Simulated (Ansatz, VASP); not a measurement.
# Two plane-wave programs on Sn

```
Sn
1.0
    -1.81887    1.81887    1.97044
     1.81887   -1.81887    1.97044
     1.81887    1.81887   -1.97044
Sn
1
Cartesian
  0.0000 0.0000 0.0000
```

Change from the starting cell: strain -0.040 along x and y, +0.040 along z, atoms carried along.

Alike in both runs: task single point; functional PBEsol; dispersion D3(BJ); k mesh 18 × 18 × 18; occupations gaussian, width 0.15 eV; no spin polarisation.

|  | VASP | Ansatz |
| --- | --- | --- |
| version | VASP 6.6.1 | Ansatz 0.2.0 |
| potentials or method | VASP PAW PBE potentials, release 64 (Sn_d), cutoff 520 eV | scalar-relativistic, plane waves, PAW |
| valence electrons in the cell | 14 | 14 |

```tsv
	VASP	Ansatz	Ansatz less VASP
gap on the k mesh at the Fermi level (eV)	none	none	-
pressure (GPa)	-2.4	-2.4	+0.01
traceless stress, the component that is largest in VASP (GPa)	0.42	0.42	+0.002
```

VASP's potentials were made for PBE, not for PBEsol. A gap of «none» marks a metal or a gap that the smearing closes.
